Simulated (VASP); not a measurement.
# SiAu3 (Fm-3m) in VASP: further runs

SiAu3 is run at these levels: r2SCAN; tasks: single point.

All numbers are computed with VASP 6.6.1; they aren't measurements. Logs are shortened: lines on timing, memory, paths and dates and some standing lists are left out, and cuts for length are marked.

### 1 The cell of the first run

The structure is cubic, space group Fm-3m (No. 225). The conventional cell has a = 6.571 Å, b = 6.571 Å, c = 6.571 Å, α = 90.00°, β = 90.00°, γ = 90.00°. Within 3.7 Å of Si (site symmetry m-3m) lie 14 Au at 2.85 to 3.29 Å. Au (site symmetry -43m) has 4 Si at 2.85 Å and 10 Au at 2.85 to 3.29 Å within 3.7 Å. Au (site symmetry m-3m) has 8 Au at 2.85 Å and 6 Si at 3.29 Å within 3.7 Å.

### 2 Single point, r2SCAN

The input, POSCAR:

```
SiAu3
1.0
    0.0000000000      3.2857340000      3.2857340000
    3.2857340000      0.0000000000      3.2857340000
    3.2857340000      3.2857340000      0.0000000000
Si Au
1 3
Direct
    0.0000000000      0.0000000000      0.0000000000
    0.2500000000      0.2500000000      0.2500000000
    0.7500000000      0.7500000000      0.7500000000
    0.5000000000      0.5000000000      0.5000000000
```

The input, INCAR.step1:

```
PREC = Accurate
ENCUT = 520
ISMEAR = 1
SIGMA = 0.2
LREAL = False
LASPH = True
NELM = 80
NBANDS = 26
GGA = PE
ALGO = Normal
EDIFF = 1E-4
LWAVE = True
LCHARG = False
```

The input, INCAR.step2:

```
PREC = Accurate
ENCUT = 520
EDIFF = 1E-6
ISMEAR = 1
SIGMA = 0.2
LREAL = False
LASPH = True
NELM = 80
ALGO = Normal
ISIF = 2
LWAVE = False
LCHARG = False
METAGGA = R2SCAN
LMIXTAU = True
NBANDS = 26
ISTART = 1
```

The input, KPOINTS:

```
regular mesh
0
Gamma
  6 6 6
```

Potentials or basis: VASP PAW PBE potentials, release 64 (Si, Au).

Command:

```
cat potpaw_PBE.64/Si/POTCAR potpaw_PBE.64/Au/POTCAR > POTCAR
cp INCAR.step1 INCAR
mpirun -np 1 vasp_std > vasp.out
cp INCAR.step2 INCAR
mpirun -np 1 vasp_std > vasp.out
```

OUTCAR:

```text
PREC = Accurate
   ENCUT = 520
   EDIFF = 1E-6
   ISMEAR = 1
   LREAL = False
   LASPH = True
   NELM = 80
   ISIF = 2
   METAGGA = R2SCAN
   ISTART = 1

 ion  position               nearest neighbor table
   1  0.000  0.000  0.000-   2 2.85   3 2.85   3 2.85   3 2.85   3 2.85   2 2.85   2 2.85   2 2.85
                             4 3.29   4 3.29   4 3.29   4 3.29   4 3.29   4 3.29
   2  0.250  0.250  0.250-   1 2.85   4 2.85   1 2.85   1 2.85   1 2.85   4 2.85   4 2.85   4 2.85
                             3 3.29   3 3.29   3 3.29   3 3.29   3 3.29   3 3.29
   3  0.750  0.750  0.750-   1 2.85   4 2.85   4 2.85   4 2.85   4 2.85   1 2.85   1 2.85   1 2.85
                             2 3.29   2 3.29   2 3.29   2 3.29   2 3.29   2 3.29
   4  0.500  0.500  0.500-   2 2.85   3 2.85   2 2.85   2 2.85   2 2.85   3 2.85   3 2.85   3 2.85
                             1 3.29   1 3.29   1 3.29   1 3.29   1 3.29   1 3.29

  LATTYP: Found a face centered cubic cell.
 ALAT       =     6.5714680000

  Lattice vectors:

 A1 = (   0.0000000000,   3.2857340000,   3.2857340000)
 A2 = (   3.2857340000,   0.0000000000,   3.2857340000)
 A3 = (   3.2857340000,   3.2857340000,   0.0000000000)

Analysis of symmetry for initial positions (statically):
=====================================================================
 Subroutine PRICEL returns:
 Original cell was already a primitive cell.

 Routine SETGRP: Setting up the symmetry group for a
 face centered cubic supercell.

 Subroutine GETGRP returns: Found 48 space group operations
 (whereof 48 operations were pure point group operations)
 out of a pool of 48 trial point group operations.

The static configuration has the point symmetry O_h .

Analysis of symmetry for dynamics (positions and initial velocities):
=====================================================================
 Subroutine PRICEL returns:
 Original cell was already a primitive cell.

 Routine SETGRP: Setting up the symmetry group for a
 face centered cubic supercell.

 Subroutine GETGRP returns: Found 48 space group operations
 (whereof 48 operations were pure point group operations)
 out of a pool of 48 trial point group operations.

The dynamic configuration has the point symmetry O_h .

 Subroutine INISYM returns: Found 48 space group operations
 (whereof 48 operations are pure point group operations),
 and found     1 'primitive' translations

----------------------------------------------------------------------------------------

                                     Primitive cell

  volume of cell :      70.9459

  direct lattice vectors                    reciprocal lattice vectors
     0.000000000  3.285734000  3.285734000    -0.152173000  0.152173000  0.152173000
     3.285734000  0.000000000  3.285734000     0.152173000 -0.152173000  0.152173000
     3.285734000  3.285734000  0.000000000     0.152173000  0.152173000 -0.152173000

  length of vectors
     4.646729585  4.646729585  4.646729585     0.263571368  0.263571368  0.263571368

  position of ions in fractional coordinates (direct lattice)
     0.000000000  0.000000000  0.000000000
     0.250000000  0.250000000  0.250000000
     0.750000000  0.750000000  0.750000000
     0.500000000  0.500000000  0.500000000

  ion indices of the primitive-cell ions
   primitive index   ion index
                 1           1
                 2           2
                 3           3
                 4           4

----------------------------------------------------------------------------------------

 KPOINTS: regular mesh

Automatic generation of k-mesh.
 Grid dimensions read from file:
 generate k-points for:    6    6    6

 Generating k-lattice:

  Cartesian coordinates                     Fractional coordinates (reciprocal lattice)
    -0.025362167  0.025362167  0.025362167     0.166666667  0.000000000  0.000000000
     0.025362167 -0.025362167  0.025362167     0.000000000  0.166666667  0.000000000
     0.025362167  0.025362167 -0.025362167     0.000000000  0.000000000  0.166666667

  Length of vectors
     0.043928561  0.043928561  0.043928561

  Shift w.r.t. Gamma in fractional coordinates (k-lattice)
     0.000000000  0.000000000  0.000000000

 Subroutine IBZKPT returns following result:
 ===========================================

 Found     16 irreducible k-points:

 Following reciprocal coordinates:
            Coordinates               Weight
  0.000000  0.000000  0.000000      1.000000
  0.166667  0.000000  0.000000      8.000000
  0.333333  0.000000  0.000000      8.000000
  0.500000  0.000000  0.000000      4.000000
  0.166667  0.166667  0.000000      6.000000
  0.333333  0.166667  0.000000     24.000000
[... 8 lines left out ...]
 -0.333333  0.333333  0.166667     24.000000
 -0.333333  0.500000  0.166667     12.000000
   k-points           NKPTS =     16   k-points in BZ     NKDIM =     16   number of bands    NBANDS=     26
   number of dos      NEDOS =    301   number of ions     NIONS =      4
   total plane-waves  NPLWV =  46656
   dimension x,y,z NGX =    36 NGY =   36 NGZ =   36
   dimension x,y,z NGXF=    72 NGYF=   72 NGZF=   72
   ions per type =               1   3
   NGX,Y,Z   is equivalent  to a cutoff of  12.88, 12.88, 12.88 a.u.
   NGXF,Y,Z  is equivalent  to a cutoff of  25.76, 25.76, 25.76 a.u.
 SYSTEM =  unknown system
   PREC   = accura    normal or accurate (medium, high low for compatibility)
   ISTART =      1    job   : 0-new  1-cont  2-samecut
   ICHARG =      0    charge: 1-file 2-atom 10-const
   ISPIN  =      1    spin polarized calculation?
   LNONCOLLINEAR =      F non collinear calculations
   LSORBIT =      F    spin-orbit coupling
   LASPH  =      T    aspherical Exc in radial PAW
   ENCUT  =  520.0 eV  38.22 Ry    6.18 a.u.   8.64  8.64  8.64*2*pi/ulx,y,z
   NELM   =     80;   NELMIN=  2; NELMDL=  0     # of ELM steps
   EDIFF  = 0.1E-05   stopping-criterion for ELM
   LREAL  =      F    real-space projection
   EDIFFG = 0.1E-04   stopping-criterion for IOM
   NSW    =      0    number of steps for IOM
   IBRION =     -1    ionic relax: 0-MD 1-quasi-New 2-CG
   NFREE  =      0    steps in history (QN), initial steepest desc. (CG)
   ISIF   =      2    stress and relaxation
   ISYM   =      2    0-nonsym 1-usesym 2-fastsym
   POTIM  = 0.5000    time-step for ionic-motion
   TEBEG  =    0.0;   TEEND  =   0.0 temperature during run
   PSTRESS=    0.0 pullay stress
   NELECT =      37.0000    total number of electrons
   NUPDOWN=      -1.0000    fix difference up-down
   EMIN   =  10.00;   EMAX   =-10.00  energy-range for DOS
   EFERMI =   0.00;   METHOD = LEGACY
   ISMEAR =     1;   SIGMA  =   0.20  broadening in eV -4-tet -1-fermi 0-gaus
   EFERMI_NEDOS =   21; number of points for ismear=-14 and -15
   IALGO  =     38    algorithm
   IMIX   =      4    mixing-type and parameters
     AMIX     =   0.40;   BMIX     =  1.00
     AMIX_MAG =   1.60;   BMIX_MAG =  1.00
  volume/ion in A,a.u.               =      17.74       119.69
  Fermi-wavevector in a.u.,A,eV,Ry     =   1.317750  2.490186 23.626039  1.736465
  Thomas-Fermi vector in A             =   2.447769
   LORBIT       =      0    0 simple, 1 ext, 2 COOP (PROOUT), +10 PAW based schemes
   METAGGA = R2SCAN    functional components
   LHFCALC =     F    Hartree Fock is set to
   AEXX    =    0.0000 exact exchange contribution
   IVDW    =     0    specifies the selected vdW correction
   LEPSILON=     F    determine dielectric tensor
   LRPA    =     F    only Hartree local field effects (RPA)
 non-spin polarized calculation
 Methfessel and Paxton  Order N= 1 SIGMA  =   0.20
  energy-cutoff  :      520.00
  volume of cell :       70.95
 maximum number of plane-waves:      1932
 NGX is ok and might be reduce to    36
   NGX = 17   NGY = 17   NGZ = 17

 number of electron      36.9999999 magnetization

 Free energy of the ion-electron system (eV)
  ---------------------------------------------------
  ext. energy  EPLUGINS =         0.00000000
  ---------------------------------------------------
  free energy    TOTEN  =      -159.54474645 eV

  energy without entropy =     -159.54433998  energy(sigma->0) =     -159.54461096

 E-fermi :   9.1494     XC(G=0): -12.8060

 val. band max:        9.1064695628   @ k =   0.5000   0.1667   0.0000
 cond. band min:       9.1770874830   @ k =   0.3333   0.3333   0.0000
 fundamental gap:      0.0706179202
 Fermi energy:         9.1493559976

 k-point     1 :       0.0000    0.0000    0.0000
  band No.  band energies     occupation
      1      -2.6052      2.00000
      2       2.2175      2.00000
      3       2.2175      2.00000
      4       2.4080      2.00000
      5       2.4080      2.00000
      6       2.4080      2.00000
[... 18 lines left out ...]
     25      15.4742      0.00000
     26      15.4742      0.00000

 k-point     2 :       0.1667    0.0000    0.0000
  band No.  band energies     occupation
      1      -2.2822      2.00000
      2       2.0822      2.00000
      3       2.1663      2.00000
      4       2.1663      2.00000
      5       2.6587      2.00000
      6       2.6587      2.00000
[... 18 lines left out ...]
     25      15.7314      0.00000
     26      15.7314      0.00000

 k-point     3 :       0.3333    0.0000    0.0000
  band No.  band energies     occupation
      1      -1.4229      2.00000
      2       1.5606      2.00000
      3       2.2861      2.00000
      4       2.2861      2.00000
      5       2.8618      2.00000
      6       2.8640      2.00000
[... 340 lines left out ...]
 k-point    15 :      -0.3333    0.3333    0.1667
  band No.  band energies     occupation
      1      -0.4921      2.00000
      2       1.4570      2.00000
      3       1.9120      2.00000
      4       2.3791      2.00000
      5       2.8737      2.00000
      6       2.9804      2.00000
[... 18 lines left out ...]
     25      16.7587      0.00000
     26      18.3166      0.00000

 k-point    16 :      -0.3333    0.5000    0.1667
  band No.  band energies     occupation
      1      -0.4294      2.00000
      2       1.5473      2.00000
      3       1.8069      2.00000
      4       2.2693      2.00000
      5       2.9384      2.00000
      6       3.1007      2.00000
[... 18 lines left out ...]
     25      17.5188      0.00000
     26      18.1554      0.00000

------------------------ aborting loop because EDIFF is reached ----------------------------------------

  FORCE on cell =-STRESS in cart. coord.  units (eV):
  Direction    XX          YY          ZZ          XY          YZ          ZX
  --------------------------------------------------------------------------------------
  -------------------------------------------------------------------------------------
  Total       -1.5614431     -1.5614431     -1.5614431      0.0000000      0.0000000     -0.0000000
  in kB      -35.2622110    -35.2622110    -35.2622110      0.0000000      0.0000000     -0.0000000
  external PRESSURE =     -35.2622110 kB  Pullay stress =       0.0000000 kB

 VOLUME and BASIS-vectors are now :
 -----------------------------------------------------------------------------
  energy-cutoff  :      520.00
  volume of cell :       70.95
      direct lattice vectors                 reciprocal lattice vectors
     0.000000000  3.285734000  3.285734000    -0.152173000  0.152173000  0.152173000
     3.285734000  0.000000000  3.285734000     0.152173000 -0.152173000  0.152173000
     3.285734000  3.285734000  0.000000000     0.152173000  0.152173000 -0.152173000

 POSITION                                       TOTAL-FORCE (eV/Angst)
 -----------------------------------------------------------------------------------
      0.00000      0.00000      0.00000        -0.000000     -0.000000     -0.000000
      1.64287      1.64287      1.64287         0.000000      0.000000      0.000000
      4.92860      4.92860      4.92860        -0.000000     -0.000000      0.000000
      3.28573      3.28573      3.28573        -0.000000     -0.000000     -0.000000
 -----------------------------------------------------------------------------------
    total drift:                                0.000000      0.000000      0.000000

  FREE ENERGIE OF THE ION-ELECTRON SYSTEM (eV)
  ---------------------------------------------------
  free  energy   TOTEN  =      -159.5447464453 eV

  energy  without entropy=     -159.5443399792  energy(sigma->0) =     -159.54461096
```

Run time: 99 s. Hardware: 1 thread of Intel Xeon Platinum 8259CL at 2.50GHz (Skylake/Cascade Lake), shared host; peak memory 0.22 GiB.

Results:

| Property | Result |
| --- | --- |
| Free energy | -159.5447 eV |
| Pressure | -3.5 GPa |
| Band gap on the k mesh | zero (an odd number of electrons rules out a gap without spin polarisation) |

Caveat: the cell stands under tension; the PAW data sets were made with another functional, which shifts forces and pressure a little; spin-orbit coupling is left out, which moves the levels of the heavy elements.

### 3 Single point, r2SCAN

This run uses another cell than the first one, of 18.09 Å³/atom.

The input, POSCAR:

```
SiAu3
1.0
    0.0000000000      3.3074944620      3.3074944620
    3.3074944620      0.0000000000      3.3074944620
    3.3074944620      3.3074944620      0.0000000000
Si Au
1 3
Direct
    0.0000000000      0.0000000000      0.0000000000
    0.2500000000      0.2500000000      0.2500000000
    0.7500000000      0.7500000000      0.7500000000
    0.5000000000      0.5000000000      0.5000000000
```

The input, INCAR.step1:

```
SYSTEM = SiAu3
  PREC = Accurate
  ENCUT = 520
  ISMEAR = 1
  SIGMA = 0.2
  LREAL = .False.
  LASPH = .True.
  NELM = 100
  NBANDS = 26
  GGA = PE
  ALGO = Normal
  EDIFF = 1E-4
  LWAVE = .True.
  LCHARG = .False.
```

The input, INCAR.step2:

```
SYSTEM = SiAu3
  PREC = Accurate
  ENCUT = 520
  EDIFF = 1E-6
  ISMEAR = 1
  SIGMA = 0.2
  LREAL = .False.
  LASPH = .True.
  NELM = 100
  ALGO = Normal
  ISIF = 2
  LWAVE = .False.
  LCHARG = .False.
  METAGGA = R2SCAN
  LMIXTAU = .True.
  NBANDS = 26
  ISTART = 1
```

The input, KPOINTS:

```
Automatic mesh
0
Gamma
  6 6 6
  0 0 0
```

Potentials or basis: VASP PAW PBE potentials, release 64 (Si, Au).

Command:

```
cat potpaw_PBE.64/Si/POTCAR potpaw_PBE.64/Au/POTCAR > POTCAR
cp INCAR.step1 INCAR
mpirun -np 1 vasp_std > vasp.out
cp INCAR.step2 INCAR
mpirun -np 1 vasp_std > vasp.out
```

Run time: 2 min. Hardware: 1 thread of Intel Xeon Platinum 8259CL at 2.50GHz (Skylake/Cascade Lake), shared host; peak memory 0.22 GiB.

The run converged. Its results:

- Free energy: -159.5050 eV
- Pressure: -5.6 GPa
- Band gap on the k mesh: zero (an odd number of electrons rules out a gap without spin polarisation)

Levels at points of the mesh, in eV from the Fermi level:
| k point | band 14 | band 15 | band 16 | band 17 | band 18 | band 19 | band 20 | band 21 | band 22 | band 23 |
| --- | --- | --- | --- | --- | --- | --- | --- | --- | --- | --- |
| (0.00, 0.00, 0.00) | -3.69 | -3.67 | -3.67 | -2.28 | 1.43 | 1.43 | 1.43 | 2.11 | 3.90 | 3.90 |
| (0.50, 0.00, 0.00) | -3.83 | -3.59 | -3.59 | -3.14 | -0.88 | 1.29 | 1.29 | 2.52 | 2.80 | 2.80 |
| (0.50, 0.50, 0.00) | -3.71 | -3.30 | -3.30 | -3.16 | -2.87 | -2.87 | 0.01 | 0.70 | 5.76 | 7.74 |

Caveat: the cell stands under tension; the PAW data sets were made with another functional, which shifts forces and pressure a little; spin-orbit coupling is left out, which moves the levels of the heavy elements.

(Continued in part 2 of 2.)
